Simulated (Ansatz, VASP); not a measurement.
**GaP in VASP and in Ansatz**

INCAR

```
SYSTEM = GaP
ALGO = Normal
EDIFF = 1E-7
ENCUT = 520
GGA = PE
ISIF = 2
ISMEAR = 1
LASPH = .True.
LCHARG = .False.
LREAL = .False.
LWAVE = .False.
NBANDS = 16
NELM = 100
PREC = Accurate
SIGMA = 0.4
```

The input KPOINTS:

```
k-points
0
Gamma
  10 10 10
  0 0 0
```

POSCAR

```
GaP
1.0
    0.0000000000      2.4280439585      3.4332541574
    2.4280439585      0.0000000000      3.4332541574
    2.4280439585      2.4280439585      0.0000000000
Ga P
1 1
Direct
    0.0000000000      0.0000000000      0.0000000000
    0.7500000000      0.7500000000      0.7500000000
```

Input for Ansatz:

```yaml
crystal:
  lattice:
    - [0.0, 2.4280439585, 3.4332541574]
    - [2.4280439585, 0.0, 3.4332541574]
    - [2.4280439585, 2.4280439585, 0.0]
  atoms:
    - { symbol: Ga, position: [0.0, 0.0, 0.0] }
    - { symbol: P, position: [0.75, 0.75, 0.75] }
basis:
  ecutwfc: 420
kpoints:
  mp_grid: { grid: [10, 10, 10] }
hamiltonian:
  xc: pbe
scf:
  occupations: { method: methfessel_paxton, width: 0.4 }
output:
  forces: true
  stress: true
  eigenvalues: true
```

Alike in both runs: task single point; functional PBE; k mesh 10 × 10 × 10; occupations methfessel-paxton of order 1, width 0.4 eV; no spin polarisation.

```csv
,VASP,Ansatz
version,VASP 6.6.1,Ansatz 0.2.0
potentials or method,"VASP PAW PBE potentials, release 64 (Ga_d, P), cutoff 520 eV","scalar-relativistic, plane waves, PAW"
valence electrons in the cell,18,18
```

|  | VASP | Ansatz | Ansatz less VASP |
| --- | --- | --- | --- |
| gap on the k mesh at the Fermi level (eV) | none | none | - |
| pressure (GPa) | 1.5 | 1.5 | -0.02 |
| traceless stress, the component that is largest in VASP (GPa) | -19.55 | -19.57 | -0.025 |

A gap of «none» marks a metal or a gap that the smearing closes.
